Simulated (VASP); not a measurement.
# ZnO (P6_3/mmc) in VASP: single point with r2SCAN

Aim: the single point of ZnO with r2SCAN.

Everything below comes from runs of VASP 6.6.1. Logs are shortened: lines on timing, memory, paths and dates and some standing lists are left out, and cuts for length are marked.

## 1. The cell of the first run

Symmetry: P6_3/mmc, No. 194, hexagonal system. The conventional cell has a = 3.382 Å, b = 3.382 Å, c = 4.432 Å, α = 90.00°, β = 90.00°, γ = 120.00°. Zn (site symmetry -6m2) has 5 O at 1.95 to 2.22 Å within 2.6 Å. O (site symmetry -6m2) has 5 Zn at 1.95 to 2.22 Å within 2.6 Å.

## 2. Single point, r2SCAN (10.98 Å³/atom)

File POSCAR:

```
ZnO
1.0
    3.3820206511      0.0000000000      0.0000000000
   -1.6910103256      2.9289157999      0.0000000000
    0.0000000000      0.0000000000      4.4323366542
Zn O
2 2
Direct
    0.3333333333      0.6666666667      0.2500000000
    0.6666666667      0.3333333333      0.7500000000
    0.6666666667      0.3333333333      0.2500000000
    0.3333333333      0.6666666667      0.7500000000
```

File INCAR.step1:

```
SYSTEM = ZnO
PREC = Accurate
ENCUT = 1480
ISMEAR = 0
SIGMA = 0.01
LREAL = .False.
LASPH = .True.
NELM = 120
NBANDS = 26
GGA = PE
ALGO = Normal
EDIFF = 1E-5
LWAVE = .True.
LCHARG = .False.
GGA_COMPAT = .False.
```

File INCAR.step2:

```
SYSTEM = ZnO
PREC = Accurate
ENCUT = 1480
EDIFF = 1E-6
ISMEAR = 0
SIGMA = 0.01
LREAL = .False.
LASPH = .True.
NELM = 120
ALGO = Normal
ISIF = 2
LWAVE = .False.
LCHARG = .False.
METAGGA = R2SCAN
LMIXTAU = .True.
NBANDS = 26
ISTART = 1
GGA_COMPAT = .False.
```

File KPOINTS:

```
Automatic mesh
0
Gamma
  9 9 6
  0 0 0
```

Potentials or basis: VASP PAW PBE potentials, release 64 (Zn, O_h).

The run is started by

```
> cat potpaw_PBE.64/Zn/POTCAR potpaw_PBE.64/O_h/POTCAR > POTCAR
> cp INCAR.step1 INCAR
> mpirun -np 1 vasp_std > vasp.out
> cp INCAR.step2 INCAR
> mpirun -np 1 vasp_std > vasp.out
```

OUTCAR:

```text
SYSTEM = ZnO
   PREC = Accurate
   ENCUT = 1480
   EDIFF = 1E-6
   ISMEAR = 0
   LREAL = .False.
   LASPH = .True.
   NELM = 120
   ISIF = 2
   METAGGA = R2SCAN
   ISTART = 1

 ion  position               nearest neighbor table
   1  0.333  0.667  0.250-   3 1.95   3 1.95   3 1.95   4 2.22   4 2.22   2 2.95   2 2.95   2 2.95
                             2 2.95   2 2.95   2 2.95
   2  0.667  0.333  0.750-   4 1.95   4 1.95   4 1.95   3 2.22   3 2.22   1 2.95   1 2.95   1 2.95
                             1 2.95   1 2.95   1 2.95
   3  0.667  0.333  0.250-   1 1.95   1 1.95   1 1.95   2 2.22   2 2.22
   4  0.333  0.667  0.750-   2 1.95   2 1.95   2 1.95   1 2.22   1 2.22

  LATTYP: Found a hexagonal cell.
 ALAT       =     3.3820206511
 C/A-ratio  =     1.3105587196

  Lattice vectors:

 A1 = (   3.3820206511,   0.0000000000,   0.0000000000)
 A2 = (  -1.6910103256,   2.9289157999,   0.0000000000)
 A3 = (   0.0000000000,   0.0000000000,   4.4323366542)

Analysis of symmetry for initial positions (statically):
=====================================================================
 Subroutine PRICEL returns:
 Original cell was already a primitive cell.

 Routine SETGRP: Setting up the symmetry group for a
 hexagonal supercell.

 Subroutine GETGRP returns: Found 24 space group operations
 (whereof 12 operations were pure point group operations)
 out of a pool of 24 trial point group operations.

The static configuration has the point symmetry D_3d.
 The point group associated with its full space group is D_6h.

Analysis of symmetry for dynamics (positions and initial velocities):
=====================================================================
 Subroutine PRICEL returns:
 Original cell was already a primitive cell.

 Routine SETGRP: Setting up the symmetry group for a
 hexagonal supercell.

 Subroutine GETGRP returns: Found 24 space group operations
 (whereof 12 operations were pure point group operations)
 out of a pool of 24 trial point group operations.

The dynamic configuration has the point symmetry D_3d.
 The point group associated with its full space group is D_6h.

 Subroutine INISYM returns: Found 24 space group operations
 (whereof 12 operations are pure point group operations),
 and found     1 'primitive' translations

----------------------------------------------------------------------------------------

                                     Primitive cell

  volume of cell :      43.9052

  direct lattice vectors                    reciprocal lattice vectors
     3.382020651  0.000000000  0.000000000     0.295681222  0.170711633  0.000000000
    -1.691010326  2.928915800  0.000000000     0.000000000  0.341423267  0.000000000
     0.000000000  0.000000000  4.432336654     0.000000000  0.000000000  0.225614631

  length of vectors
     3.382020651  3.382020651  4.432336654     0.341423267  0.341423267  0.225614631

  position of ions in fractional coordinates (direct lattice)
     0.333333333  0.666666667  0.250000000
     0.666666667  0.333333333  0.750000000
     0.666666667  0.333333333  0.250000000
     0.333333333  0.666666667  0.750000000

  ion indices of the primitive-cell ions
   primitive index   ion index
                 1           1
                 2           2
                 3           3
                 4           4

----------------------------------------------------------------------------------------

 KPOINTS: Automatic mesh

Automatic generation of k-mesh.
 Grid dimensions read from file:
 generate k-points for:    9    9    6

 Generating k-lattice:

  Cartesian coordinates                     Fractional coordinates (reciprocal lattice)
     0.032853469  0.018967959  0.000000000     0.111111111  0.000000000  0.000000000
     0.000000000  0.037935919  0.000000000     0.000000000  0.111111111  0.000000000
     0.000000000  0.000000000  0.037602439     0.000000000  0.000000000  0.166666667

  Length of vectors
     0.037935919  0.037935919  0.037602439

  Shift w.r.t. Gamma in fractional coordinates (k-lattice)
     0.000000000  0.000000000  0.000000000

 Subroutine IBZKPT returns following result:
 ===========================================

 Found     48 irreducible k-points:

 Following reciprocal coordinates:
            Coordinates               Weight
  0.000000  0.000000  0.000000      1.000000
  0.111111  0.000000  0.000000      6.000000
  0.222222  0.000000  0.000000      6.000000
  0.333333 -0.000000  0.000000      6.000000
  0.444444  0.000000  0.000000      6.000000
  0.111111  0.111111  0.000000      6.000000
[... 16 lines left out ...]
  0.333333  0.222222  0.166667     24.000000
  0.333333  0.333333  0.166667      4.000000
 [... further k-points ...]
   k-points           NKPTS =     48   k-points in BZ     NKDIM =     48   number of bands    NBANDS=     26
   number of dos      NEDOS =    301   number of ions     NIONS =      4
   total plane-waves  NPLWV =  98784
   dimension x,y,z NGX =    42 NGY =   42 NGZ =   56
   dimension x,y,z NGXF=    84 NGYF=   84 NGZF=  112
   ions per type =               2   2
   NGX,Y,Z   is equivalent  to a cutoff of  20.65, 20.65, 21.00 a.u.
   NGXF,Y,Z  is equivalent  to a cutoff of  41.29, 41.29, 42.01 a.u.
 SYSTEM =  ZnO
   PREC   = accura    normal or accurate (medium, high low for compatibility)
   ISTART =      1    job   : 0-new  1-cont  2-samecut
   ICHARG =      0    charge: 1-file 2-atom 10-const
   ISPIN  =      1    spin polarized calculation?
   LNONCOLLINEAR =      F non collinear calculations
   LSORBIT =      F    spin-orbit coupling
   LASPH  =      T    aspherical Exc in radial PAW
   ENCUT  = 1480.0 eV 108.78 Ry   10.43 a.u.  10.61 10.61 13.90*2*pi/ulx,y,z
   NELM   =    120;   NELMIN=  2; NELMDL=  0     # of ELM steps
   EDIFF  = 0.1E-05   stopping-criterion for ELM
   LREAL  =      F    real-space projection
   EDIFFG = 0.1E-04   stopping-criterion for IOM
   NSW    =      0    number of steps for IOM
   IBRION =     -1    ionic relax: 0-MD 1-quasi-New 2-CG
   NFREE  =      0    steps in history (QN), initial steepest desc. (CG)
   ISIF   =      2    stress and relaxation
   ISYM   =      2    0-nonsym 1-usesym 2-fastsym
   POTIM  = 0.5000    time-step for ionic-motion
   TEBEG  =    0.0;   TEEND  =   0.0 temperature during run
   PSTRESS=    0.0 pullay stress
   NELECT =      36.0000    total number of electrons
   NUPDOWN=      -1.0000    fix difference up-down
   EMIN   =  10.00;   EMAX   =-10.00  energy-range for DOS
   EFERMI =   0.00;   METHOD = LEGACY
   ISMEAR =     0;   SIGMA  =   0.01  broadening in eV -4-tet -1-fermi 0-gaus
   EFERMI_NEDOS =   21; number of points for ismear=-14 and -15
   IALGO  =     38    algorithm
   IMIX   =      4    mixing-type and parameters
     AMIX     =   0.40;   BMIX     =  1.00
     AMIX_MAG =   1.60;   BMIX_MAG =  1.00
  volume/ion in A,a.u.               =      10.98        74.07
  Fermi-wavevector in a.u.,A,eV,Ry     =   1.532276  2.895582 31.944713  2.347870
  Thomas-Fermi vector in A             =   2.639505
   LORBIT       =      0    0 simple, 1 ext, 2 COOP (PROOUT), +10 PAW based schemes
   METAGGA = R2SCAN    functional components
   LHFCALC =     F    Hartree Fock is set to
   AEXX    =    0.0000 exact exchange contribution
   IVDW    =     0    specifies the selected vdW correction
   LEPSILON=     F    determine dielectric tensor
   LRPA    =     F    only Hartree local field effects (RPA)
 non-spin polarized calculation
 Gauss-broadening in eV      SIGMA  =   0.01
  energy-cutoff  :     1480.00
  volume of cell :       43.91
 maximum number of plane-waves:      5739
   NGX = 21   NGY = 21   NGZ = 27

 number of electron      36.0000005 magnetization

 Free energy of the ion-electron system (eV)
  ---------------------------------------------------
  ext. energy  EPLUGINS =         0.00000000
  ---------------------------------------------------
  free energy    TOTEN  =       -36.07613122 eV

  energy without entropy =      -36.07613122  energy(sigma->0) =      -36.07613122

 E-fermi :   1.8199     XC(G=0): -12.1642

 val. band max:        1.7350142145   @ k =   0.3333   0.3333   0.5000
 cond. band min:       3.3022813057   @ k =   0.0000   0.0000   0.0000
 fundamental gap:      1.5672670912
 Fermi energy:         1.8199234685

 k-point     1 :       0.0000    0.0000    0.0000
  band No.  band energies     occupation
      1     -17.6229      2.00000
      2     -16.3979      2.00000
      3      -4.3006      2.00000
      4      -4.3006      2.00000
      5      -4.1651      2.00000
      6      -4.1651      2.00000
[... 18 lines left out ...]
     25      16.1515      0.00000
     26      18.1598      0.00000

 k-point     2 :       0.1111    0.0000    0.0000
  band No.  band energies     occupation
      1     -17.5547      2.00000
      2     -16.3905      2.00000
      3      -4.3147      2.00000
      4      -4.2436      2.00000
      5      -4.1946      2.00000
      6      -4.0704      2.00000
[... 18 lines left out ...]
     25      16.4752      0.00000
     26      19.0444      0.00000

 k-point     3 :       0.2222    0.0000    0.0000
  band No.  band energies     occupation
      1     -17.3693      2.00000
      2     -16.3823      2.00000
      3      -4.4024      2.00000
      4      -4.1487      2.00000
      5      -4.0676      2.00000
      6      -3.8225      2.00000
[... 18 lines left out ...]
     25      16.9828      0.00000
     26      17.4391      0.00000

 k-point     4 :       0.3333   -0.0000    0.0000
  band No.  band energies     occupation
      1     -17.1225      2.00000
      2     -16.4045      2.00000
      3      -4.4802      2.00000
      4      -3.9590      2.00000
      5      -3.8109      2.00000
      6      -3.7044      2.00000
[... 18 lines left out ...]
     25      15.9778      0.00000
     26      18.3737      0.00000
[... 496 lines left out ...]
      1     -16.9454      2.00000
      2     -16.4564      2.00000
      3      -4.3020      2.00000
      4      -4.2350      2.00000
      5      -3.7559      2.00000
      6      -3.6782      2.00000
[... 18 lines left out ...]
     25      15.0206      0.00000
     26      17.8078      0.00000

 k-point    23 :       0.3333    0.2222    0.1667
  band No.  band energies     occupation
      1     -16.7640      2.00000
      2     -16.5196      2.00000
      3      -4.2010      2.00000
      4      -3.9899      2.00000
      5      -3.6730      2.00000
      6      -3.6028      2.00000
[... 18 lines left out ...]
     25      15.5346      0.00000
     26      16.8763      0.00000

 k-point    24 :       0.3333    0.3333    0.1667
  band No.  band energies     occupation
      1     -16.6215      2.00000
      2     -16.6215      2.00000
      3      -3.9455      2.00000
      4      -3.9455      2.00000
      5      -3.6042      2.00000
      6      -3.6042      2.00000
[... 18 lines left out ...]
     25      16.5510      0.00000
     26      16.9517      0.00000

 [... further k-points ...]

------------------------ aborting loop because EDIFF is reached ----------------------------------------

  FORCE on cell =-STRESS in cart. coord.  units (eV):
  Direction    XX          YY          ZZ          XY          YZ          ZX
  --------------------------------------------------------------------------------------
  -------------------------------------------------------------------------------------
  Total        1.9127829      1.9127829      1.4661053     -0.0000000      0.0000000      0.0000000
  in kB       69.8007986     69.8007985     53.5007494     -0.0000000      0.0000000      0.0000000
  external PRESSURE =      64.3674488 kB  Pullay stress =       0.0000000 kB

 VOLUME and BASIS-vectors are now :
 -----------------------------------------------------------------------------
  energy-cutoff  :     1480.00
  volume of cell :       43.91
      direct lattice vectors                 reciprocal lattice vectors
     3.382020651  0.000000000  0.000000000     0.295681222  0.170711633  0.000000000
    -1.691010326  2.928915800  0.000000000     0.000000000  0.341423267  0.000000000
     0.000000000  0.000000000  4.432336654     0.000000000  0.000000000  0.225614631

 POSITION                                       TOTAL-FORCE (eV/Angst)
 -----------------------------------------------------------------------------------
     -0.00000      1.95261      1.10808        -0.000000     -0.000000      0.000000
      1.69101      0.97631      3.32425         0.000000      0.000000      0.000000
      1.69101      0.97631      1.10808         0.000000      0.000000     -0.000000
     -0.00000      1.95261      3.32425        -0.000000     -0.000000      0.000000
 -----------------------------------------------------------------------------------
    total drift:                               -0.000000      0.000000      0.000000

  FREE ENERGIE OF THE ION-ELECTRON SYSTEM (eV)
  ---------------------------------------------------
  free  energy   TOTEN  =       -36.0761312178 eV

  energy  without entropy=      -36.0761312178  energy(sigma->0) =      -36.07613122
```

Run time: 8.5 min. Hardware: 1 thread of Intel Xeon 6975P-C (Granite Rapids), shared host; peak memory 0.49 GiB.

What came out:

```yaml
Free_energy: -36.0761 eV
Pressure: 6.4 GPa
Band_gap_on_the_k_mesh: 1.57 eV (least direct gap 1.58 eV)
```

Stress tensor (GPa, compression positive):
```
6.98 0.00 0.00
0.00 6.98 0.00
0.00 0.00 5.35
```

Caveat: the cell stands under pressure; the PAW data sets were made with another functional, which shifts forces and pressure a little. A k mesh can miss the band edges.
